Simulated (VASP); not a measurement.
# Fe (Fm-3m) in VASP: further runs

Fe is run at these levels: PBE; tasks: single point.

All numbers are computed with VASP 6.6.1; they aren't measurements. Logs are shortened: lines on timing, memory, paths and dates and some standing lists are left out, and cuts for length are marked.

### Step 1. The cell of the first run

It takes space group Fm-3m (No. 225, cubic). The conventional cell has a = 3.569 Å, b = 3.569 Å, c = 3.569 Å, α = 90.00°, β = 90.00°, γ = 90.00°. Within 3.3 Å of Fe (site symmetry m-3m) lie 12 Fe at 2.52 Å.

### Step 2. Single point, PBE, collinear spin, ferromagnetic start

INCAR

```
SYSTEM = Fe
PREC = Accurate
ENCUT = 520
EDIFF = 1E-6
ISMEAR = -1
SIGMA = 0.1
LREAL = .FALSE.
LASPH = .TRUE.
NELM = 150
ALGO = Normal
ISIF = 2
LWAVE = .FALSE.
LCHARG = .FALSE.
ISPIN = 2
MAGMOM = 0.76
LORBIT = 11
NUPDOWN = 0.76
LMAXMIX = 4
GGA = PE
NBANDS = 14
```

KPOINTS

```
regular mesh
0
G
  12 12 12
  0 0 0
```

POSCAR

```
Fe
1.0
    0.0000000000      1.7845000000      1.7845000000
    1.7845000000      0.0000000000      1.7845000000
    1.7845000000      1.7845000000      0.0000000000
Fe
1
Direct
    0.0000000000      0.0000000000      0.0000000000
```

Potentials or basis: VASP PAW PBE potentials, release 64 (Fe).

Started as:

```
cat potpaw_PBE.64/Fe/POTCAR > POTCAR
mpirun -np 1 vasp_std > vasp.out
```

OUTCAR:

```text
SYSTEM = Fe
   PREC = Accurate
   ENCUT = 520
   EDIFF = 1E-6
   ISMEAR = -1
   LREAL = .FALSE.
   LASPH = .TRUE.
   NELM = 150
   ISIF = 2
   ISPIN = 2
   LORBIT = 11
   NUPDOWN = 0.76
   GGA = PE

 ion  position               nearest neighbor table
   1  0.000  0.000  0.000-

  LATTYP: Found a face centered cubic cell.
 ALAT       =     3.5690000000

  Lattice vectors:

 A1 = (   0.0000000000,   1.7845000000,   1.7845000000)
 A2 = (   1.7845000000,   0.0000000000,   1.7845000000)
 A3 = (   1.7845000000,   1.7845000000,   0.0000000000)

Analysis of symmetry for initial positions (statically):
=====================================================================
 Subroutine PRICEL returns:
 Original cell was already a primitive cell.

 Routine SETGRP: Setting up the symmetry group for a
 face centered cubic supercell.

 Subroutine GETGRP returns: Found 48 space group operations
[... 9 lines left out ...]

 Routine SETGRP: Setting up the symmetry group for a
 face centered cubic supercell.

 Subroutine GETGRP returns: Found 48 space group operations
 (whereof 48 operations were pure point group operations)
 out of a pool of 48 trial point group operations.

The dynamic configuration has the point symmetry O_h .

Analysis of structural, dynamic, and magnetic symmetry:
=====================================================================
 Subroutine PRICEL returns:
 Original cell was already a primitive cell.

 Routine SETGRP: Setting up the symmetry group for a
 face centered cubic supercell.

 Subroutine GETGRP returns: Found 48 space group operations
 (whereof 48 operations were pure point group operations)
 out of a pool of 48 trial point group operations.

The overall configuration has the point symmetry O_h .

 Subroutine INISYM returns: Found 48 space group operations
[... 5 lines left out ...]
                                     Primitive cell

  volume of cell :      11.3653

  direct lattice vectors                    reciprocal lattice vectors
     0.000000000  1.784500000  1.784500000    -0.280190530  0.280190530  0.280190530
     1.784500000  0.000000000  1.784500000     0.280190530 -0.280190530  0.280190530
     1.784500000  1.784500000  0.000000000     0.280190530  0.280190530 -0.280190530

  length of vectors
     2.523664102  2.523664102  2.523664102     0.485304233  0.485304233  0.485304233

  position of ions in fractional coordinates (direct lattice)
     0.000000000  0.000000000  0.000000000

  ion indices of the primitive-cell ions
   primitive index   ion index
                 1           1

----------------------------------------------------------------------------------------

 KPOINTS: regular mesh

Automatic generation of k-mesh.
 Grid dimensions read from file:
 generate k-points for:   12   12   12

 Generating k-lattice:

  Cartesian coordinates                     Fractional coordinates (reciprocal lattice)
    -0.023349211  0.023349211  0.023349211     0.083333333  0.000000000  0.000000000
     0.023349211 -0.023349211  0.023349211     0.000000000  0.083333333  0.000000000
     0.023349211  0.023349211 -0.023349211     0.000000000  0.000000000  0.083333333

  Length of vectors
     0.040442019  0.040442019  0.040442019

  Shift w.r.t. Gamma in fractional coordinates (k-lattice)
     0.000000000  0.000000000  0.000000000

 Subroutine IBZKPT returns following result:
 ===========================================

 Found     72 irreducible k-points:

 Following reciprocal coordinates:
            Coordinates               Weight
  0.000000  0.000000  0.000000      1.000000
  0.083333  0.000000  0.000000      8.000000
  0.166667  0.000000  0.000000      8.000000
  0.250000  0.000000  0.000000      8.000000
  0.333333  0.000000  0.000000      8.000000
  0.416667  0.000000  0.000000      8.000000
[... 16 lines left out ...]
  0.500000  0.166667  0.000000     24.000000
 -0.416667  0.166667  0.000000     24.000000
 [... further k-points ...]
   k-points           NKPTS =     72   k-points in BZ     NKDIM =     72   number of bands    NBANDS=     14
   number of dos      NEDOS =    301   number of ions     NIONS =      1
   total plane-waves  NPLWV =   8000
   dimension x,y,z NGX =    20 NGY =   20 NGZ =   20
   dimension x,y,z NGXF=    40 NGYF=   40 NGZF=   40
   ions per type =               1
   NGX,Y,Z   is equivalent  to a cutoff of  13.17, 13.17, 13.17 a.u.
   NGXF,Y,Z  is equivalent  to a cutoff of  26.35, 26.35, 26.35 a.u.
 SYSTEM =  Fe
   PREC   = accura    normal or accurate (medium, high low for compatibility)
   ISTART =      0    job   : 0-new  1-cont  2-samecut
   ICHARG =      2    charge: 1-file 2-atom 10-const
   ISPIN  =      2    spin polarized calculation?
   LNONCOLLINEAR =      F non collinear calculations
   LSORBIT =      F    spin-orbit coupling
   LASPH  =      T    aspherical Exc in radial PAW
   ENCUT  =  520.0 eV  38.22 Ry    6.18 a.u.   4.69  4.69  4.69*2*pi/ulx,y,z
   NELM   =    150;   NELMIN=  2; NELMDL= -5     # of ELM steps
   EDIFF  = 0.1E-05   stopping-criterion for ELM
   LREAL  =      F    real-space projection
   EDIFFG = 0.1E-04   stopping-criterion for IOM
   NSW    =      0    number of steps for IOM
   IBRION =     -1    ionic relax: 0-MD 1-quasi-New 2-CG
   NFREE  =      0    steps in history (QN), initial steepest desc. (CG)
   ISIF   =      2    stress and relaxation
   ISYM   =      2    0-nonsym 1-usesym 2-fastsym
   POTIM  = 0.5000    time-step for ionic-motion
   TEBEG  =    0.0;   TEEND  =   0.0 temperature during run
   PSTRESS=    0.0 pullay stress
   NELECT =       8.0000    total number of electrons
   NUPDOWN=       0.7600    fix difference up-down
   EMIN   =  10.00;   EMAX   =-10.00  energy-range for DOS
   EFERMI =   0.00;   METHOD = LEGACY
   ISMEAR =    -1;   SIGMA  =   0.10  broadening in eV -4-tet -1-fermi 0-gaus
   EFERMI_NEDOS =   21; number of points for ismear=-14 and -15
   IALGO  =     38    algorithm
   IMIX   =      4    mixing-type and parameters
     AMIX     =   0.40;   BMIX     =  1.00
     AMIX_MAG =   1.60;   BMIX_MAG =  1.00
  volume/ion in A,a.u.               =      11.37        76.70
  Fermi-wavevector in a.u.,A,eV,Ry     =   1.456280  2.751971 28.854583  2.120752
  Thomas-Fermi vector in A             =   2.573217
   LORBIT       =     11    0 simple, 1 ext, 2 COOP (PROOUT), +10 PAW based schemes
   GGA     = PE    functional components
   LHFCALC =     F    Hartree Fock is set to
   AEXX    =    0.0000 exact exchange contribution
   IVDW    =     0    specifies the selected vdW correction
   LEPSILON=     F    determine dielectric tensor
   LRPA    =     F    only Hartree local field effects (RPA)
 spin polarized calculation
  energy-cutoff  :      520.00
  volume of cell :       11.37
 maximum number of plane-waves:       331
   NGX =  9   NGY =  9   NGZ =  9

 number of electron       7.9999996 magnetization       0.7600000

 Free energy of the ion-electron system (eV)
  ---------------------------------------------------
  ext. energy  EPLUGINS =         0.00000000
  ---------------------------------------------------
  free energy    TOTEN  =        -8.05636307 eV

  energy without entropy =       -7.99638250  energy(sigma->0) =       -8.02637279

 E-fermi :   5.8436     XC(G=0): -13.1567

 val. band max:        5.8361748445   @ k =   0.3333   0.2500   0.0000
 cond. band min:       5.7011348603   @ k =  -0.4167   0.5000   0.0833
 fundamental gap:     -0.1350399842
 Fermi energy:         5.7009911137

 spin component 1

 k-point     1 :       0.0000    0.0000    0.0000
  band No.  band energies     occupation
      1      -2.5814      1.00000
      2       4.1103      1.00000
      3       4.1103      1.00000
      4       4.1103      1.00000
      5       5.0324      0.99875
      6       5.0324      0.99875
      7      28.2049      0.00000
      8      32.7758      0.00000
      9      32.7758      0.00000
     10      32.7758      0.00000
     11      35.9022      0.00000
     12      35.9022      0.00000
     13      35.9022      0.00000
     14      38.0602      0.00000

 k-point     2 :       0.0833    0.0000    0.0000
  band No.  band energies     occupation
      1      -2.3104      1.00000
      2       4.0214      1.00000
      3       4.1796      1.00000
      4       4.1796      1.00000
      5       5.0041      0.99906
      6       5.0041      0.99906
      7      27.6239      0.00000
      8      30.3793      0.00000
      9      32.3943      0.00000
     10      32.3943      0.00000
[... 362 lines left out ...]
 k-point    24 :      -0.4167    0.1667    0.0000
  band No.  band energies     occupation
      1       1.9178      1.00000
      2       3.1996      1.00000
      3       4.2221      1.00000
      4       4.2471      1.00000
      5       6.0527      0.02884
      6       8.8049      0.00000
      7      13.2360      0.00000
      8      22.7367      0.00000
      9      27.5076      0.00000
     10      28.2448      0.00000
     11      37.0651      0.00000
     12      37.2624      0.00000
     13      44.6231      0.00000
     14      47.1707      0.00000

 [... further k-points ...]

 spin component 2

 k-point     1 :       0.0000    0.0000    0.0000
  band No.  band energies     occupation
      1      -2.5190      1.00000
      2       4.5562      1.00000
      3       4.5563      1.00000
      4       4.5563      1.00000
      5       6.3299      0.00767
      6       6.3299      0.00767
      7      28.0520      0.00000
      8      33.0055      0.00000
      9      33.0055      0.00000
     10      33.0055      0.00000
     11      36.0108      0.00000
     12      36.0108      0.00000
     13      36.0108      0.00000
     14      37.7610      0.00000

 k-point     2 :       0.0833    0.0000    0.0000
  band No.  band energies     occupation
      1      -2.2475      1.00000
      2       4.4603      1.00000
      3       4.6302      0.99999
      4       4.6302      0.99999
      5       6.2943      0.01091
      6       6.2944      0.01091
      7      27.5512      0.00000
      8      30.4853      0.00000
      9      32.6208      0.00000
     10      32.6208      0.00000
[... 362 lines left out ...]
 k-point    24 :      -0.4167    0.1667    0.0000
  band No.  band energies     occupation
      1       2.2023      1.00000
      2       4.0965      1.00000
      3       4.5716      1.00000
      4       5.1759      0.99874
      5       6.8315      0.00005
      6       9.3095      0.00000
      7      13.5554      0.00000
      8      22.9318      0.00000
      9      27.7563      0.00000
     10      28.2885      0.00000
     11      37.2314      0.00000
     12      37.3705      0.00000
     13      44.8056      0.00000
     14      47.3367      0.00000

 [... further k-points ...]
[... 5 lines left out ...]
  --------------------------------------------------------------------------------------
  -------------------------------------------------------------------------------------
  Total       -1.3288132     -1.3288132     -1.3288132     -0.0000000      0.0000000     -0.0000000
  in kB     -187.3246199   -187.3246199   -187.3246199     -0.0000000      0.0000000     -0.0000000
  external PRESSURE =    -187.3246199 kB  Pullay stress =       0.0000000 kB

 VOLUME and BASIS-vectors are now :
 -----------------------------------------------------------------------------
  energy-cutoff  :      520.00
  volume of cell :       11.37
      direct lattice vectors                 reciprocal lattice vectors
     0.000000000  1.784500000  1.784500000    -0.280190530  0.280190530  0.280190530
     1.784500000  0.000000000  1.784500000     0.280190530 -0.280190530  0.280190530
     1.784500000  1.784500000  0.000000000     0.280190530  0.280190530 -0.280190530

 POSITION                                       TOTAL-FORCE (eV/Angst)
 -----------------------------------------------------------------------------------
      0.00000      0.00000      0.00000        -0.000000     -0.000000      0.000000
 -----------------------------------------------------------------------------------
    total drift:                                0.000000      0.000000      0.000000

  FREE ENERGIE OF THE ION-ELECTRON SYSTEM (eV)
  ---------------------------------------------------
  free  energy   TOTEN  =        -8.0563630743 eV

  energy  without entropy=       -7.9963824987  energy(sigma->0) =       -8.02637279

 total charge

# of ion       s       p       d       tot
------------------------------------------
    1        0.487   0.534   6.239   7.259

 magnetization (x)

# of ion       s       p       d       tot
------------------------------------------
    1       -0.004  -0.017   0.779   0.758
```

It took 22 s on 1 thread of Intel Xeon Platinum 8259CL at 2.50GHz (Skylake/Cascade Lake), shared host; peak memory 0.14 GiB.

Results:

| Quantity | Value |
| --- | --- |
| Free energy | -8.0564 eV |
| Pressure | -18.7 GPa |
| Net moment | 0.76 μB per cell |
| Site moments | Fe +0.76 μB |
| Valence electrons inside the program's atomic spheres | Fe 7.26 |

Caveat: the total moment is fixed, so each spin has its own Fermi level.

### Step 3. Single point, PBE, collinear spin, ferromagnetic start

INCAR

```
SYSTEM = Fe
PREC = Accurate
ENCUT = 520
EDIFF = 1E-6
ISMEAR = -1
SIGMA = 0.1
LREAL = .False.
LASPH = .True.
NELM = 150
ALGO = Normal
ISIF = 2
LWAVE = .False.
LCHARG = .False.
ISPIN = 2
MAGMOM = 1.53
LORBIT = 11
NUPDOWN = 1.53
LMAXMIX = 4
GGA = PE
NBANDS = 14
```

KPOINTS

```
Automatic mesh
0
Gamma
  12 12 12
  0 0 0
```

POSCAR is that of step 2.

Potentials or basis: VASP PAW PBE potentials, release 64 (Fe).

Started as:

```
cat potpaw_PBE.64/Fe/POTCAR > POTCAR
mpirun -np 1 vasp_std > vasp.out
```

It took 21 s on 1 thread of Intel Xeon Platinum 8259CL at 2.50GHz (Skylake/Cascade Lake), shared host; peak memory 0.14 GiB.

It converged, with:

| Quantity | Value |
| --- | --- |
| Free energy | -8.0925 eV |
| Pressure | -9.6 GPa |
| Net moment | 1.53 μB per cell |
| Site moments | Fe +1.52 μB |
| Valence electrons inside the program's atomic spheres | Fe 7.26 |

Caveat: the total moment is fixed, so each spin has its own Fermi level.
